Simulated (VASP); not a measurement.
ZnO, 4 atoms in the cell. The structure is hexagonal, space group P6_3/mmc (No. 194). Conventional cell: a = 3.278 Å, b = 3.278 Å, c = 7.653 Å, α = 90.00°, β = 90.00°, γ = 120.00°. Zn (site symmetry -6m2) has 3 O at 1.89 Å within 2.5 Å. Within 2.5 Å of O (site symmetry -6m2) lie 3 Zn at 1.89 Å. 

```yaml
Program: VASP 6.6.1
Task: single point
Functional: PBE
Potentials_or_basis: VASP PAW PBE potentials, release 64 (Zn, O)
Cutoff: 520 eV
k_mesh: 12 × 12 × 4
Occupations: gaussian, width 0.02 eV
Spin: no spin polarisation
Dipole_correction: no
Further_INCAR_settings: ALGO = Normal; EDIFF = 1e-07; NBANDS = 26
```

Potentials or basis: VASP PAW PBE potentials, release 64 (Zn, O).

The run is started by

```bash
$ cat potpaw_PBE.64/Zn/POTCAR potpaw_PBE.64/O/POTCAR > POTCAR
$ mpirun -np 1 vasp_std > vasp.out
```

Hardware: 1 thread of Intel(R) Xeon(R) 6975P-C (Granite Rapids), with other jobs on the host.

Estimate the wall time of this run.

Wall time 39 s on 1 thread of Intel(R) Xeon(R) 6975P-C (Granite Rapids), with other jobs on the host, peak memory 0.23 GiB. Counts: scf iterations 17, k points 57.
